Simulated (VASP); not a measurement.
# RuC2 (I4/mmm) in VASP: further runs, part 2 of 3

VASP 6.6.1. The steps go on from the part before.

## 3. Single point, PBE

This run uses another cell than the first one, of 9.04 Å³/atom, 1.060 times its volume.

Input file INCAR:

```
PREC = Accurate ; ENCUT = 520
EDIFF = 1E-6 ; ISMEAR = 0
SIGMA = 0.1 ; LREAL = False
LASPH = True ; NELM = 60
ALGO = Normal ; ISIF = 2
LWAVE = False ; LCHARG = True
GGA = PE ; LELF = True
LVHAR = True ; NBANDS = 18
```

Input file KPOINTS:

```
regular mesh
0
Gamma
  8 8 8
```

Input file POSCAR:

```
RuC2
1.0
   -1.4031849669      1.4031849669      3.4421881219
    1.4031849669     -1.4031849669      3.4421881219
    1.4031849669      1.4031849669     -3.4421881219
Ru C
1 2
Direct
    0.0000000000      0.0000000000      0.0000000000
    0.6650000000      0.6650000000      0.0000000000
    0.3350000000      0.3350000000      0.0000000000
```

Potentials or basis: VASP PAW PBE potentials, release 64 (Ru_pv, C).

Run with:

```
$ cat potpaw_PBE.64/Ru_pv/POTCAR potpaw_PBE.64/C/POTCAR > POTCAR
$ mpirun -np 1 vasp_std > vasp.out
```

OUTCAR:

```text
PREC = Accurate
   ENCUT = 520
   EDIFF = 1E-6
   ISMEAR = 0
   LREAL = False
   LASPH = True
   NELM = 60
   ISIF = 2
   GGA = PE

 ion  position               nearest neighbor table
   1  0.000  0.000  0.000-   2 2.29   2 2.29   2 2.29   3 2.29   2 2.29   3 2.29   3 2.29   3 2.29
                             2 2.31   3 2.31
   2  0.665  0.665  0.000-   1 2.29   1 2.29   1 2.29   1 2.29   1 2.31
   3  0.335  0.335  0.000-   1 2.29   1 2.29   1 2.29   1 2.29   1 2.31

  LATTYP: Found a body centered tetragonal cell.
 ALAT       =     2.8063699338
 C/A-ratio  =     2.4531250000

  Lattice vectors:

 A1 = (  -1.4031849669,   1.4031849669,   3.4421881219)
 A2 = (   1.4031849669,  -1.4031849669,   3.4421881219)
 A3 = (   1.4031849669,   1.4031849669,  -3.4421881219)

Analysis of symmetry for initial positions (statically):
=====================================================================
 Subroutine PRICEL returns:
 Original cell was already a primitive cell.

 Routine SETGRP: Setting up the symmetry group for a
 body centered tetragonal supercell.

 Subroutine GETGRP returns: Found 16 space group operations
 (whereof 16 operations were pure point group operations)
 out of a pool of 16 trial point group operations.

The static configuration has the point symmetry D_4h.

Analysis of symmetry for dynamics (positions and initial velocities):
=====================================================================
 Subroutine PRICEL returns:
 Original cell was already a primitive cell.

 Routine SETGRP: Setting up the symmetry group for a
 body centered tetragonal supercell.

 Subroutine GETGRP returns: Found 16 space group operations
 (whereof 16 operations were pure point group operations)
 out of a pool of 16 trial point group operations.

The dynamic configuration has the point symmetry D_4h.

 Subroutine INISYM returns: Found 16 space group operations
 (whereof 16 operations are pure point group operations),
 and found     1 'primitive' translations

----------------------------------------------------------------------------------------

                                     Primitive cell

  volume of cell :      27.1097

  direct lattice vectors                    reciprocal lattice vectors
    -1.403184967  1.403184967  3.442188122     0.000000000  0.356332210  0.145256442
     1.403184967 -1.403184967  3.442188122     0.356332210  0.000000000  0.145256442
     1.403184967  1.403184967 -3.442188122     0.356332210  0.356332210  0.000000000

  length of vectors
     3.973224782  3.973224782  3.973224782     0.384801348  0.384801348  0.503929844

  position of ions in fractional coordinates (direct lattice)
     0.000000000  0.000000000  0.000000000
     0.665000000  0.665000000  0.000000000
     0.335000000  0.335000000  0.000000000

  ion indices of the primitive-cell ions
   primitive index   ion index
                 1           1
                 2           2
                 3           3

----------------------------------------------------------------------------------------

 KPOINTS: regular mesh

Automatic generation of k-mesh.
 Grid dimensions read from file:
 generate k-points for:    8    8    8

 Generating k-lattice:

  Cartesian coordinates                     Fractional coordinates (reciprocal lattice)
     0.000000000  0.044541526  0.018157055     0.125000000 -0.000000000  0.000000000
     0.044541526  0.000000000  0.018157055    -0.000000000  0.125000000  0.000000000
     0.044541526  0.044541526  0.000000000     0.000000000  0.000000000  0.125000000

  Length of vectors
     0.048100169  0.048100169  0.062991230

  Shift w.r.t. Gamma in fractional coordinates (k-lattice)
     0.000000000  0.000000000  0.000000000

 Subroutine IBZKPT returns following result:
 ===========================================

 Found     59 irreducible k-points:

 Following reciprocal coordinates:
            Coordinates               Weight
  0.000000  0.000000  0.000000      1.000000
  0.125000  0.000000 -0.000000      8.000000
  0.250000  0.000000 -0.000000      8.000000
  0.375000  0.000000 -0.000000      8.000000
  0.500000  0.000000 -0.000000      4.000000
  0.125000  0.125000 -0.000000      8.000000
[... 16 lines left out ...]
  0.250000  0.125000  0.125000     16.000000
  0.375000  0.125000  0.125000      8.000000
 [... further k-points ...]
   k-points           NKPTS =     59   k-points in BZ     NKDIM =     59   number of bands    NBANDS=     18
   number of dos      NEDOS =    301   number of ions     NIONS =      3
   total plane-waves  NPLWV =  27000
   dimension x,y,z NGX =    30 NGY =   30 NGZ =   30
   dimension x,y,z NGXF=    60 NGYF=   60 NGZF=   60
   ions per type =               1   2
   NGX,Y,Z   is equivalent  to a cutoff of  12.55, 12.55, 12.55 a.u.
   NGXF,Y,Z  is equivalent  to a cutoff of  25.10, 25.10, 25.10 a.u.
 SYSTEM =  unknown system
   PREC   = accura    normal or accurate (medium, high low for compatibility)
   ISTART =      0    job   : 0-new  1-cont  2-samecut
   ICHARG =      2    charge: 1-file 2-atom 10-const
   ISPIN  =      1    spin polarized calculation?
   LNONCOLLINEAR =      F non collinear calculations
   LSORBIT =      F    spin-orbit coupling
   LASPH  =      T    aspherical Exc in radial PAW
   ENCUT  =  520.0 eV  38.22 Ry    6.18 a.u.   7.39  7.39  7.39*2*pi/ulx,y,z
   NELM   =     60;   NELMIN=  2; NELMDL= -5     # of ELM steps
   EDIFF  = 0.1E-05   stopping-criterion for ELM
   LREAL  =      F    real-space projection
   EDIFFG = 0.1E-04   stopping-criterion for IOM
   NSW    =      0    number of steps for IOM
   IBRION =     -1    ionic relax: 0-MD 1-quasi-New 2-CG
   NFREE  =      0    steps in history (QN), initial steepest desc. (CG)
   ISIF   =      2    stress and relaxation
   ISYM   =      2    0-nonsym 1-usesym 2-fastsym
   POTIM  = 0.5000    time-step for ionic-motion
   TEBEG  =    0.0;   TEEND  =   0.0 temperature during run
   PSTRESS=    0.0 pullay stress
   NELECT =      22.0000    total number of electrons
   NUPDOWN=      -1.0000    fix difference up-down
   EMIN   =  10.00;   EMAX   =-10.00  energy-range for DOS
   EFERMI =   0.00;   METHOD = LEGACY
   ISMEAR =     0;   SIGMA  =   0.10  broadening in eV -4-tet -1-fermi 0-gaus
   EFERMI_NEDOS =   21; number of points for ismear=-14 and -15
   IALGO  =     38    algorithm
   IMIX   =      4    mixing-type and parameters
     AMIX     =   0.40;   BMIX     =  1.00
     AMIX_MAG =   1.60;   BMIX_MAG =  1.00
  volume/ion in A,a.u.               =       9.04        60.98
  Fermi-wavevector in a.u.,A,eV,Ry     =   1.527007  2.885624 31.725373  2.331749
  Thomas-Fermi vector in A             =   2.634962
   LORBIT       =      0    0 simple, 1 ext, 2 COOP (PROOUT), +10 PAW based schemes
   GGA     = PE    functional components
   LHFCALC =     F    Hartree Fock is set to
   AEXX    =    0.0000 exact exchange contribution
   IVDW    =     0    specifies the selected vdW correction
   LEPSILON=     F    determine dielectric tensor
   LRPA    =     F    only Hartree local field effects (RPA)
 non-spin polarized calculation
 Gauss-broadening in eV      SIGMA  =   0.10
  energy-cutoff  :      520.00
  volume of cell :       27.11
 maximum number of plane-waves:       761
 NGX is ok and might be reduce to    30
   NGX = 15   NGY = 15   NGZ = 15

 number of electron      22.0000003 magnetization

 Free energy of the ion-electron system (eV)
  ---------------------------------------------------
  ext. energy  EPLUGINS =         0.00000000
  ---------------------------------------------------
  free energy    TOTEN  =       -21.85195109 eV

  energy without entropy =      -21.84175995  energy(sigma->0) =      -21.84685552

 E-fermi :  10.9358     XC(G=0): -13.5340

 val. band max:       10.9257806717   @ k =   0.5000   0.5000   0.2500
 cond. band min:      10.9686229843   @ k =  -0.1250  -0.3750   0.1250
 fundamental gap:      0.0428423126
 Fermi energy:        10.9357577303

 k-point     1 :       0.0000    0.0000    0.0000
  band No.  band energies     occupation
      1     -32.9678      2.00000
      2     -32.9124      2.00000
      3     -32.9124      2.00000
      4      -5.0471      2.00000
      5       2.6916      2.00000
      6       4.3312      2.00000
[... 10 lines left out ...]
     17      20.4799      0.00000
     18      20.7771      0.00000
[... 463 lines left out ...]
 k-point    24 :       0.3750    0.1250    0.1250
  band No.  band energies     occupation
      1     -33.2710      2.00000
      2     -33.0617      2.00000
      3     -32.9175      2.00000
      4      -1.1293      2.00000
      5       0.0629      2.00000
      6       3.8330      2.00000
[... 10 lines left out ...]
     17      20.4802      0.00000
     18      22.0028      0.00000

 [... further k-points ...]
[... 5 lines left out ...]
  --------------------------------------------------------------------------------------
  -------------------------------------------------------------------------------------
  Total       -1.5819798     -1.5819798     -3.3579005      0.0000000     -0.0000000      0.0000000
  in kB      -93.4947153    -93.4947153   -198.4513069      0.0000000     -0.0000000      0.0000000
  external PRESSURE =    -128.4802458 kB  Pullay stress =       0.0000000 kB

 VOLUME and BASIS-vectors are now :
 -----------------------------------------------------------------------------
  energy-cutoff  :      520.00
  volume of cell :       27.11
      direct lattice vectors                 reciprocal lattice vectors
    -1.403184967  1.403184967  3.442188122     0.000000000  0.356332210  0.145256442
     1.403184967 -1.403184967  3.442188122     0.356332210  0.000000000  0.145256442
     1.403184967  1.403184967 -3.442188122     0.356332210  0.356332210  0.000000000

 POSITION                                       TOTAL-FORCE (eV/Angst)
 -----------------------------------------------------------------------------------
      0.00000      0.00000      0.00000         0.000000      0.000000      0.000000
      0.00000      0.00000      4.57811         0.000000      0.000000      0.515329
      0.00000      0.00000      2.30627        -0.000000     -0.000000     -0.515329
 -----------------------------------------------------------------------------------
    total drift:                               -0.000000      0.000000     -0.000000

  FREE ENERGIE OF THE ION-ELECTRON SYSTEM (eV)
  ---------------------------------------------------
  free  energy   TOTEN  =       -21.8519510937 eV

  energy  without entropy=      -21.8417599549  energy(sigma->0) =      -21.84685552
```

OSZICAR:

```text
N       E                     dE             d eps       ncg     rms          rms(c)
DAV:   1     0.156853809851E+03    0.15685E+03   -0.12512E+04  2124   0.124E+03
DAV:   2    -0.203697912155E+02   -0.17722E+03   -0.17281E+03  2688   0.341E+02
DAV:   3    -0.251635222130E+02   -0.47937E+01   -0.47454E+01  2354   0.555E+01
DAV:   4    -0.252075206819E+02   -0.43998E-01   -0.43917E-01  2512   0.535E+00
DAV:   5    -0.252080944562E+02   -0.57377E-03   -0.57344E-03  2358   0.541E-01    0.245E+01
DAV:   6    -0.276713274894E+02   -0.24632E+01   -0.95421E+01  2420   0.559E+01    0.229E+01
DAV:   7    -0.218573270521E+02    0.58140E+01   -0.18731E+01  2332   0.352E+01    0.408E+00
DAV:   8    -0.218612847204E+02   -0.39577E-02   -0.72602E-01  2234   0.507E+00    0.275E+00
DAV:   9    -0.218522992766E+02    0.89854E-02   -0.75140E-02  2280   0.219E+00    0.234E-01
DAV:  10    -0.218519451062E+02    0.35417E-03   -0.26708E-03  2260   0.468E-01    0.262E-01
DAV:  11    -0.218519604375E+02   -0.15331E-04   -0.29662E-04  2318   0.123E-01    0.409E-02
DAV:  12    -0.218519515845E+02    0.88530E-05   -0.37388E-05  2306   0.522E-02    0.647E-03
DAV:  13    -0.218519510937E+02    0.49079E-06   -0.11048E-06  1410   0.892E-03
   1 F= -.21851951E+02 E0= -.21846856E+02  d E =-.101911E-01
```

stdout:

```text
POSCAR found type information on POSCAR RuC
 POSCAR found :  2 types and       3 ions
 scaLAPACK will be used
 LDA part: xc-table for (Slater+PW92), standard interpolation
 POSCAR, INCAR and KPOINTS ok, starting setup
 FFT: planning ... GRIDC
 FFT: planning ... GRID_SOFT
 FFT: planning ... GRID
 WAVECAR not read
 entering main loop
```

Run time: 36 s. Hardware: 1 thread of Intel Xeon 6975P-C, shared host; peak memory 0.19 GiB.

What came out:

```
Free energy            : -21.8520 eV
Pressure               : -12.8 GPa
Largest force          : 0.515 eV/Å
Band gap on the k mesh : zero (band 11 reaches 12.64 eV, above the bottom of band 12 at 9.83 eV)
```

Forces on the atoms (eV/Å):
```
Ru   0.000  0.000  0.000
C    0.000  0.000  0.515
C    0.000  0.000 -0.515
```

Stress tensor (GPa, compression positive):
```
 -9.35   0.00   0.00
  0.00  -9.35   0.00
  0.00   0.00 -19.85
```

Levels at points of the mesh, in eV from the Fermi level:
| k point | band 9 | band 10 | band 11 | band 12 | band 13 | band 14 |
| --- | --- | --- | --- | --- | --- | --- |
| (0.00, 0.00, 0.00) | -4.48 | -1.15 | 1.70 | 1.80 | 1.80 | 2.74 |
| (0.50, 0.00, 0.00) | -4.37 | -1.70 | 0.47 | 1.09 | 1.18 | 1.64 |
| (0.50, 0.50, 0.00) | -4.89 | -1.40 | 0.40 | 0.80 | 1.20 | 2.64 |
| (0.50, 0.50, 0.50) | -2.40 | -1.98 | -1.98 | -1.11 | 0.93 | 1.34 |

Caveat: the k points lie up to 0.40 Å⁻¹ apart.

(Continued in part 3 of 3.)
